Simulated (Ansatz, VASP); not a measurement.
**One calculation of KTaO3, two programs**

```
K Ta O
1.0
     3.98530    0.00000    0.00000
     0.00000    3.98530    0.00000
     0.00000    0.00000    3.98530
K Ta O
1 1 3
Direct
  0.50000 0.50000 0.50000
  0.00000 0.00000 0.00000
  0.50000 0.00000 0.00000
  0.00000 0.50000 0.00000
  0.00000 0.00000 0.50000
```

Alike in both runs: functional PBEsol; k mesh 8 × 8 × 8; occupations gaussian, width 0.02 eV; no spin polarisation.

Ansatz relaxed the structure, and its values are those at the end. VASP's run is a single point on that final structure, the one shown.

```csv
,VASP,Ansatz
version,VASP 6.6.1,Ansatz 0.2.0
potentials or method,"VASP PAW PBE potentials, release 64 (K_sv, Ta_pv, O), cutoff 520 eV","scalar-relativistic, plane waves, PAW"
valence electrons in the cell,38,40
```

|  | VASP | Ansatz | Ansatz less VASP |
| --- | --- | --- | --- |
| gap on the k mesh at the Fermi level (eV) | 2.09 | 2.14 | +0.046 |
| least direct gap on the mesh (eV) | 2.71 | 2.75 | +0.036 |
| pressure (GPa) | 0.7 | 0.0 | -0.74 |

VASP's potentials were made for PBE, not for PBEsol. VASP's potentials hold 38 valence electrons a cell and Ansatz's 40, so a difference there can come from the potentials and not from the codes.

Neither program's run includes spin-orbit coupling.
